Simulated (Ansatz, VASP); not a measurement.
## Two plane-wave programs on MgO

```xyz
2
Lattice="0.0000 2.1071 2.1071 2.1071 0.0000 2.1071 2.1071 2.1071 0.0000" Properties=species:S:1:pos:R:3 pbc="T T T"
Mg    0.0000    0.0000    0.0000
O     2.1071    2.1071    2.1071
```

Alike in both runs: functional PBEsol; k mesh 8 × 8 × 8; no spin polarisation.

Ansatz relaxed the structure, and its values are those at the end. VASP's run is a single point on that final structure, the one shown.

```csv
,VASP,Ansatz
version,VASP 6.6.1,Ansatz 0.2.0
potentials or method,"VASP PAW PBE potentials, release 64 (Mg, O)","plane waves, PAW"
plane-wave cutoff (eV),520,420
occupations,"gaussian, width 0.01 eV",fixed
valence electrons in the cell,8,16
```

```csv
,VASP,Ansatz,Ansatz less VASP
pressure (GPa),-0.5,0.0,+0.51
```

VASP's potentials were made for PBE, not for PBEsol. VASP's potentials hold 8 valence electrons a cell and Ansatz's 16, so a difference there can come from the potentials and not from the codes.
